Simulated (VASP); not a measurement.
# Li3HSe (Pm-3m) in VASP: further runs

Runs on Li3HSe. Level: PBE+D3(BJ). Tasks: single point, relaxation of cell and atoms.

Everything below comes from runs of VASP 6.6.1. Logs are shortened: lines on timing, memory, paths and dates and some standing lists are left out, and cuts for length are marked.

## (1) The cell of the first run

It takes space group Pm-3m (No. 221, cubic). Conventional cell: a = 3.831 Å, b = 3.831 Å, c = 3.831 Å, α = 90.00°, β = 90.00°, γ = 90.00°. Li (site symmetry 4/mmm) has 2 H at 1.92 Å within 2.5 Å. H (site symmetry m-3m) has 6 Li at 1.92 Å within 2.5 Å. Within 3.6 Å of Se (site symmetry m-3m) lie 12 Li at 2.71 Å and 8 H at 3.32 Å.

## (2) Single point, PBE+D3(BJ)

INCAR

```
SYSTEM = Li3HSe
PREC     = Accurate       ! precision mode
ENCUT    = 520            ! plane-wave cutoff, eV
EDIFF    = 1E-6           ! SCF threshold, eV
ISMEAR   = 0              ! smearing method
SIGMA    = 0.02           ! smearing width, eV
LREAL    = .False.        ! projectors in reciprocal space
LASPH    = .True.         ! aspherical terms in the spheres
NELM     = 80             ! most SCF steps
ALGO     = Normal         ! electronic algorithm
ISIF     = 2              ! what is computed and relaxed
LWAVE    = .False.        ! write WAVECAR
LCHARG   = .True.         ! write CHGCAR
GGA      = PE             ! functional
IVDW     = 12             ! dispersion correction
LELF     = .True.         ! ELF
LVHAR    = .True.       
NBANDS   = 16             ! bands
```

KPOINTS

```
Automatic mesh
0
Gamma
  6 6 6
  0 0 0
```

POSCAR

```
Li3HSe
1.0
    3.8305456914      0.0000000000      0.0000000000
    0.0000000000      3.8305456914      0.0000000000
    0.0000000000      0.0000000000      3.8305456914
Li H Se
3 1 1
Direct
    0.0000000000      0.5000000000      0.5000000000
    0.5000000000      0.0000000000      0.5000000000
    0.5000000000      0.5000000000      0.0000000000
    0.5000000000      0.5000000000      0.5000000000
    0.0000000000      0.0000000000      0.0000000000
```

Potentials or basis: VASP PAW PBE potentials, release 64 (Li_sv, H, Se).

The run is started by

```sh
$ cat potpaw_PBE.64/Li_sv/POTCAR potpaw_PBE.64/H/POTCAR potpaw_PBE.64/Se/POTCAR > POTCAR
$ mpirun -np 1 vasp_std > vasp.out
```

OUTCAR:

```text
SYSTEM = Li3HSe
   PREC = Accurate
   ENCUT = 520
   EDIFF = 1E-6
   ISMEAR = 0
   LREAL = .False.
   LASPH = .True.
   NELM = 80
   ISIF = 2
   GGA = PE
   IVDW = 12
 IVDW          = 12

 ion  position               nearest neighbor table
   1  0.000  0.500  0.500-
   2  0.500  0.000  0.500-
   3  0.500  0.500  0.000-
   4  0.500  0.500  0.500-
   5  0.000  0.000  0.000-

  LATTYP: Found a simple cubic cell.
 ALAT       =     3.8305456914

  Lattice vectors:

 A1 = (   3.8305456914,   0.0000000000,   0.0000000000)
 A2 = (   0.0000000000,   3.8305456914,   0.0000000000)
 A3 = (   0.0000000000,   0.0000000000,   3.8305456914)

Analysis of symmetry for initial positions (statically):
=====================================================================
 Subroutine PRICEL returns:
 Original cell was already a primitive cell.

 Routine SETGRP: Setting up the symmetry group for a
 simple cubic supercell.

 Subroutine GETGRP returns: Found 48 space group operations
[... 9 lines left out ...]

 Routine SETGRP: Setting up the symmetry group for a
 simple cubic supercell.

 Subroutine GETGRP returns: Found 48 space group operations
[... 11 lines left out ...]
                                     Primitive cell

  volume of cell :      56.2059

  direct lattice vectors                    reciprocal lattice vectors
     3.830545691  0.000000000  0.000000000     0.261059410  0.000000000  0.000000000
     0.000000000  3.830545691  0.000000000     0.000000000  0.261059410  0.000000000
     0.000000000  0.000000000  3.830545691     0.000000000  0.000000000  0.261059410

  length of vectors
     3.830545691  3.830545691  3.830545691     0.261059410  0.261059410  0.261059410

  position of ions in fractional coordinates (direct lattice)
     0.000000000  0.500000000  0.500000000
     0.500000000  0.000000000  0.500000000
     0.500000000  0.500000000  0.000000000
     0.500000000  0.500000000  0.500000000
     0.000000000  0.000000000  0.000000000

  ion indices of the primitive-cell ions
   primitive index   ion index
                 1           1
                 2           2
                 3           3
                 4           4
                 5           5

----------------------------------------------------------------------------------------

 KPOINTS: Automatic mesh

Automatic generation of k-mesh.
 Grid dimensions read from file:
 generate k-points for:    6    6    6

 Generating k-lattice:

  Cartesian coordinates                     Fractional coordinates (reciprocal lattice)
     0.043509902  0.000000000  0.000000000     0.166666667  0.000000000  0.000000000
     0.000000000  0.043509902  0.000000000     0.000000000  0.166666667  0.000000000
     0.000000000  0.000000000  0.043509902     0.000000000  0.000000000  0.166666667

  Length of vectors
     0.043509902  0.043509902  0.043509902

  Shift w.r.t. Gamma in fractional coordinates (k-lattice)
     0.000000000  0.000000000  0.000000000

 Subroutine IBZKPT returns following result:
 ===========================================

 Found     20 irreducible k-points:

 Following reciprocal coordinates:
            Coordinates               Weight
  0.000000  0.000000  0.000000      1.000000
  0.166667  0.000000  0.000000      6.000000
  0.333333  0.000000  0.000000      6.000000
  0.500000  0.000000  0.000000      3.000000
  0.166667  0.166667  0.000000     12.000000
  0.333333  0.166667  0.000000     24.000000
[... 12 lines left out ...]
  0.500000  0.500000  0.333333      6.000000
  0.500000  0.500000  0.500000      1.000000
   k-points           NKPTS =     20   k-points in BZ     NKDIM =     20   number of bands    NBANDS=     16
   number of dos      NEDOS =    301   number of ions     NIONS =      5
   total plane-waves  NPLWV =  21952
   dimension x,y,z NGX =    28 NGY =   28 NGZ =   28
   dimension x,y,z NGXF=    56 NGYF=   56 NGZF=   56
   ions per type =               3   1   1
   NGX,Y,Z   is equivalent  to a cutoff of  12.15, 12.15, 12.15 a.u.
   NGXF,Y,Z  is equivalent  to a cutoff of  24.30, 24.30, 24.30 a.u.
 SYSTEM =  Li3HSe
   PREC   = accura    normal or accurate (medium, high low for compatibility)
   ISTART =      0    job   : 0-new  1-cont  2-samecut
   ICHARG =      2    charge: 1-file 2-atom 10-const
   ISPIN  =      1    spin polarized calculation?
   LNONCOLLINEAR =      F non collinear calculations
   LSORBIT =      F    spin-orbit coupling
   LASPH  =      T    aspherical Exc in radial PAW
   ENCUT  =  520.0 eV  38.22 Ry    6.18 a.u.   7.12  7.12  7.12*2*pi/ulx,y,z
   NELM   =     80;   NELMIN=  2; NELMDL= -5     # of ELM steps
   EDIFF  = 0.1E-05   stopping-criterion for ELM
   LREAL  =      F    real-space projection
   EDIFFG = 0.1E-04   stopping-criterion for IOM
   NSW    =      0    number of steps for IOM
   IBRION =     -1    ionic relax: 0-MD 1-quasi-New 2-CG
   NFREE  =      0    steps in history (QN), initial steepest desc. (CG)
   ISIF   =      2    stress and relaxation
   ISYM   =      2    0-nonsym 1-usesym 2-fastsym
   POTIM  = 0.5000    time-step for ionic-motion
   TEBEG  =    0.0;   TEEND  =   0.0 temperature during run
   PSTRESS=    0.0 pullay stress
   NELECT =      16.0000    total number of electrons
   NUPDOWN=      -1.0000    fix difference up-down
   EMIN   =  10.00;   EMAX   =-10.00  energy-range for DOS
   EFERMI =   0.00;   METHOD = LEGACY
   ISMEAR =     0;   SIGMA  =   0.02  broadening in eV -4-tet -1-fermi 0-gaus
   EFERMI_NEDOS =   21; number of points for ismear=-14 and -15
   IALGO  =     38    algorithm
   IMIX   =      4    mixing-type and parameters
     AMIX     =   0.40;   BMIX     =  1.00
     AMIX_MAG =   1.60;   BMIX_MAG =  1.00
  volume/ion in A,a.u.               =      11.24        75.86
  Fermi-wavevector in a.u.,A,eV,Ry     =   1.076930  2.035103 15.779743  1.159778
  Thomas-Fermi vector in A             =   2.212828
   LORBIT       =      0    0 simple, 1 ext, 2 COOP (PROOUT), +10 PAW based schemes
   GGA     = PE    functional components
   LHFCALC =     F    Hartree Fock is set to
   AEXX    =    0.0000 exact exchange contribution
   IVDW    =    12    specifies the selected vdW correction
   LEPSILON=     F    determine dielectric tensor
   LRPA    =     F    only Hartree local field effects (RPA)
 non-spin polarized calculation
 Gauss-broadening in eV      SIGMA  =   0.02
  energy-cutoff  :      520.00
  volume of cell :       56.21
 maximum number of plane-waves:      1532
   NGX = 15   NGY = 15   NGZ = 15

 number of electron      16.0000033 magnetization

 Free energy of the ion-electron system (eV)
  ---------------------------------------------------
  ext. energy  EPLUGINS =         0.00000000
  ---------------------------------------------------
  free energy    TOTEN  =       -17.06236995 eV

  energy without entropy =      -17.06236995  energy(sigma->0) =      -17.06236995

 E-fermi :   2.8153     XC(G=0):  -9.3136

 val. band max:        2.7067891704   @ k =   0.5000   0.5000   0.0000
 cond. band min:       6.5092908999   @ k =   0.5000   0.0000   0.0000
 fundamental gap:      3.8025017295
 Fermi energy:         2.8153117000

 k-point     1 :       0.0000    0.0000    0.0000
  band No.  band energies     occupation
      1     -42.4198      2.00000
      2     -42.3480      2.00000
      3     -42.3480      2.00000
      4      -9.4559      2.00000
      5      -0.1448      2.00000
      6       1.3025      2.00000
[... 8 lines left out ...]
     15      14.1161      0.00000
     16      14.1161      0.00000

 k-point     2 :       0.1667    0.0000    0.0000
  band No.  band energies     occupation
      1     -42.4156      2.00000
      2     -42.3520      2.00000
      3     -42.3477      2.00000
      4      -9.3795      2.00000
      5      -0.8601      2.00000
      6       1.4679      2.00000
[... 8 lines left out ...]
     15      12.9665      0.00000
     16      12.9665      0.00000

 k-point     3 :       0.3333    0.0000    0.0000
  band No.  band energies     occupation
      1     -42.4043      2.00000
      2     -42.3627      2.00000
      3     -42.3476      2.00000
      4      -9.2141      2.00000
      5      -1.8556      2.00000
      6       1.8609      2.00000
[... 8 lines left out ...]
     15      13.1890      0.00000
     16      15.0205      0.00000

 k-point     4 :       0.5000    0.0000    0.0000
  band No.  band energies     occupation
      1     -42.3954      2.00000
      2     -42.3713      2.00000
      3     -42.3475      2.00000
      4      -9.1242      2.00000
      5      -2.2690      2.00000
      6       2.0522      2.00000
[... 8 lines left out ...]
     15      15.6577      0.00000
     16      15.6755      0.00000

 k-point     5 :       0.1667    0.1667    0.0000
  band No.  band energies     occupation
      1     -42.4114      2.00000
      2     -42.3536      2.00000
      3     -42.3499      2.00000
      4      -9.3017      2.00000
      5      -1.0636      2.00000
      6       0.6756      2.00000
[... 8 lines left out ...]
     15      11.6423      0.00000
     16      14.1597      0.00000

 k-point     6 :       0.3333    0.1667    0.0000
  band No.  band energies     occupation
      1     -42.4007      2.00000
      2     -42.3629      2.00000
      3     -42.3506      2.00000
      4      -9.1339      2.00000
      5      -1.7449      2.00000
      6       0.6839      2.00000
[... 8 lines left out ...]
     15      13.0261      0.00000
     16      14.9888      0.00000

 k-point     7 :       0.5000    0.1667    0.0000
  band No.  band energies     occupation
      1     -42.3920      2.00000
      2     -42.3712      2.00000
      3     -42.3506      2.00000
      4      -9.0425      2.00000
      5      -2.1139      2.00000
      6       1.1667      2.00000
[... 8 lines left out ...]
     15      13.8643      0.00000
     16      14.2869      0.00000

 k-point     8 :       0.3333    0.3333    0.0000
  band No.  band energies     occupation
      1     -42.3913      2.00000
      2     -42.3650      2.00000
      3     -42.3570      2.00000
      4      -8.9608      2.00000
      5      -1.5765      2.00000
      6      -0.2481      2.00000
[... 8 lines left out ...]
     15      12.7712      0.00000
     16      13.0217      0.00000

 k-point     9 :       0.5000    0.3333    0.0000
  band No.  band energies     occupation
      1     -42.3830      2.00000
      2     -42.3710      2.00000
      3     -42.3591      2.00000
      4      -8.8669      2.00000
      5      -1.6510      2.00000
      6      -0.1084      2.00000
[... 8 lines left out ...]
     15      12.7940      0.00000
     16      13.4354      0.00000
[... 96 lines left out ...]
 k-point    15 :       0.5000    0.3333    0.1667
  band No.  band energies     occupation
      1     -42.3813      2.00000
      2     -42.3708      2.00000
      3     -42.3605      2.00000
      4      -8.7739      2.00000
      5      -1.5535      2.00000
      6      -0.0515      2.00000
[... 8 lines left out ...]
     15      14.3472      0.00000
     16      14.7736      0.00000

 k-point    16 :       0.5000    0.5000    0.1667
  band No.  band energies     occupation
      1     -42.3708      2.00000
      2     -42.3707      2.00000
      3     -42.3707      2.00000
      4      -8.6742      2.00000
      5      -1.0507      2.00000
      6      -0.5726      2.00000
[... 8 lines left out ...]
     15      12.6993      0.00000
     16      16.3104      0.00000

 k-point    17 :       0.3333    0.3333    0.3333
  band No.  band energies     occupation
      1     -42.3826      2.00000
      2     -42.3647      2.00000
      3     -42.3647      2.00000
      4      -8.6778      2.00000
      5      -1.2944      2.00000
      6      -0.0499      2.00000
[... 8 lines left out ...]
     15      14.6894      0.00000
     16      15.9856      0.00000

 k-point    18 :       0.5000    0.3333    0.3333
  band No.  band energies     occupation
      1     -42.3765      2.00000
      2     -42.3705      2.00000
      3     -42.3646      2.00000
      4      -8.5721      2.00000
      5      -1.2862      2.00000
      6      -0.1981      2.00000
[... 8 lines left out ...]
     15      15.4931      0.00000
     16      16.9145      0.00000

 k-point    19 :       0.5000    0.5000    0.3333
  band No.  band energies     occupation
      1     -42.3704      2.00000
      2     -42.3704      2.00000
      3     -42.3704      2.00000
      4      -8.4616      2.00000
      5      -1.0463      2.00000
      6      -0.4763      2.00000
[... 8 lines left out ...]
     15      15.2177      0.00000
     16      18.1190      0.00000

 k-point    20 :       0.5000    0.5000    0.5000
  band No.  band energies     occupation
      1     -42.3702      2.00000
      2     -42.3702      2.00000
      3     -42.3702      2.00000
      4      -8.3446      2.00000
      5      -1.0441      2.00000
      6      -0.4254      2.00000
[... 8 lines left out ...]
     15      16.6958      0.00000
     16      19.3065      0.00000

------------------------ aborting loop because EDIFF is reached ----------------------------------------

 Edisp (eV)   -1.39898

 E8    (eV) :    -0.5603

  FORCE on cell =-STRESS in cart. coord.  units (eV):
  Direction    XX          YY          ZZ          XY          YZ          ZX
  --------------------------------------------------------------------------------------
  -------------------------------------------------------------------------------------
  Total      -0.04608    -0.04608    -0.04608    -0.00000     0.00000    -0.00000
  in kB      -1.31346    -1.31346    -1.31346    -0.00000     0.00000    -0.00000
  external pressure =       -1.31 kB  Pullay stress =        0.00 kB

 VOLUME and BASIS-vectors are now :
 -----------------------------------------------------------------------------
  energy-cutoff  :      520.00
  volume of cell :       56.21
      direct lattice vectors                 reciprocal lattice vectors
     3.830545691  0.000000000  0.000000000     0.261059410  0.000000000  0.000000000
     0.000000000  3.830545691  0.000000000     0.000000000  0.261059410  0.000000000
     0.000000000  0.000000000  3.830545691     0.000000000  0.000000000  0.261059410

 POSITION                                       TOTAL-FORCE (eV/Angst)
 -----------------------------------------------------------------------------------
      0.00000      1.91527      1.91527         0.000000      0.000000      0.000000
      1.91527      0.00000      1.91527         0.000000      0.000000      0.000000
      1.91527      1.91527      0.00000         0.000000      0.000000      0.000000
      1.91527      1.91527      1.91527         0.000000      0.000000      0.000000
      0.00000      0.00000      0.00000         0.000000      0.000000      0.000000
 -----------------------------------------------------------------------------------
    total drift:                                0.000000      0.000000      0.000000

  FREE ENERGIE OF THE ION-ELECTRON SYSTEM (eV)
  ---------------------------------------------------
  free  energy   TOTEN  =       -18.4613474132 eV

  energy  without entropy=      -18.4613474132  energy(sigma->0) =      -18.46134741
```

It took 12 s on 1 thread of AMD EPYC 9R14 (Zen 4), shared host; peak memory 0.14 GiB.

What came out:

```yaml
Free_energy: -18.4613 eV
Band_gap_on_the_k_mesh: 3.80 eV, indirect (least direct gap 4.40 eV)
Dispersion_energy_per_atom: -0.280 eV
```

Caveat: the cutoff is under 1.25 times the usual one of these potentials, so pressure, stress and relaxed cells hold a basis-set (Pulay) error. A k mesh can miss the band edges.

## (3) Relaxation of cell and atoms, PBE+D3(BJ)

This run uses another cell than the first one, of 12.27 Å³/atom, 1.092 times its volume.

INCAR

```
SYSTEM = Li3HSe
PREC     = Accurate       ! precision mode
ENCUT    = 600            ! plane-wave cutoff, eV
EDIFF    = 1E-7           ! SCF threshold, eV
ISMEAR   = 0              ! smearing method
SIGMA    = 0.02           ! smearing width, eV
LREAL    = .FALSE.        ! projectors in reciprocal space
LASPH    = .TRUE.         ! aspherical terms in the spheres
NELM     = 80             ! most SCF steps
ALGO     = Normal         ! electronic algorithm
ISIF     = 3              ! what is computed and relaxed
LWAVE    = .FALSE.        ! write WAVECAR
LCHARG   = .FALSE.        ! write CHGCAR
GGA      = PE             ! functional
IVDW     = 12             ! dispersion correction
IBRION   = 2              ! ionic algorithm
NSW      = 70             ! ionic steps
EDIFFG   = -0.005         ! ionic threshold
```

KPOINTS

```
regular mesh
0
G
  6 6 6
  0 0 0
```

Changes to POSCAR since step 2:

```diff
@@ -2,5 +2,5 @@
 1.0
-    3.8305456914      0.0000000000      0.0000000000
-    0.0000000000      3.8305456914      0.0000000000
-    0.0000000000      0.0000000000      3.8305456914
+    3.9443860828      0.0000000000      0.0000000000
+    0.0000000000      3.9443860828      0.0000000000
+    0.0000000000      0.0000000000      3.9443860828
 Li H Se
```

Potentials or basis: VASP PAW PBE potentials, release 64 (Li_sv, H, Se).

The run is started by

```sh
$ cat potpaw_PBE.64/Li_sv/POTCAR potpaw_PBE.64/H/POTCAR potpaw_PBE.64/Se/POTCAR > POTCAR
$ mpirun -np 1 vasp_std > vasp.out
```

Run time: 29 s. Hardware: 1 thread of AMD EPYC 9R14 (Zen 4), shared host; peak memory 0.17 GiB.

It converged, with:

* Free energy: -18.4672 eV
* Relaxed volume: 11.18 Å³/atom
* Relaxed cell: a = 3.824 Å, b = 3.824 Å, c = 3.824 Å, α = 90.00°, β = 90.00°, γ = 90.00°
* Space group after relaxing (to 0.05 Å): Pm-3m (No. 221)
* Energy gained by relaxing: 13.2 meV/atom
* Ionic steps: 4
* Pressure after relaxing: 0.0 GPa
* Band gap on the k mesh: 3.82 eV, indirect (least direct gap 4.43 eV)
* Dispersion energy per atom: -0.281 eV

Step by step:
```tsv
step	energy change (eV)	largest force (eV/Å)	pressure (GPa)	volume (Å³)
1	0.0000	0.0000	-3.60	61.37
2	-0.0442	0.0000	-2.21	58.95
3	-0.0656	0.0000	-0.28	56.27
4	-0.0659	0.0000	0.02	55.91
```

Final structure:
```xyz
5
Lattice="3.8238 0.0000 0.0000 0.0000 3.8238 0.0000 0.0000 0.0000 3.8238" Properties=species:S:1:pos:R:3 pbc="T T T"
Li    0.0000    1.9119    1.9119
Li    1.9119    0.0000    1.9119
Li    1.9119    1.9119    0.0000
H     1.9119    1.9119    1.9119
Se    0.0000    0.0000    0.0000
```

Levels at points of the mesh, in eV from the valence-band top:
```tsv
k point	band 5	band 6	band 7	band 8	band 9	band 10	band 11	band 12
(0.00, 0.00, 0.00)	-2.86	-1.42	-1.42	-1.42	5.81	5.81	7.24	7.24
(0.50, 0.00, 0.00)	-5.00	-0.66	-0.61	-0.61	3.82	4.43	4.43	5.16
(0.50, 0.50, 0.00)	-3.78	-3.35	-3.35	0.00	4.46	6.75	6.75	7.09
(0.50, 0.50, 0.50)	-3.77	-3.15	-3.15	-3.15	4.33	4.33	4.33	11.22
```

Caveat: the cutoff is under 1.25 times the usual one of these potentials, so pressure, stress and relaxed cells hold a basis-set (Pulay) error.
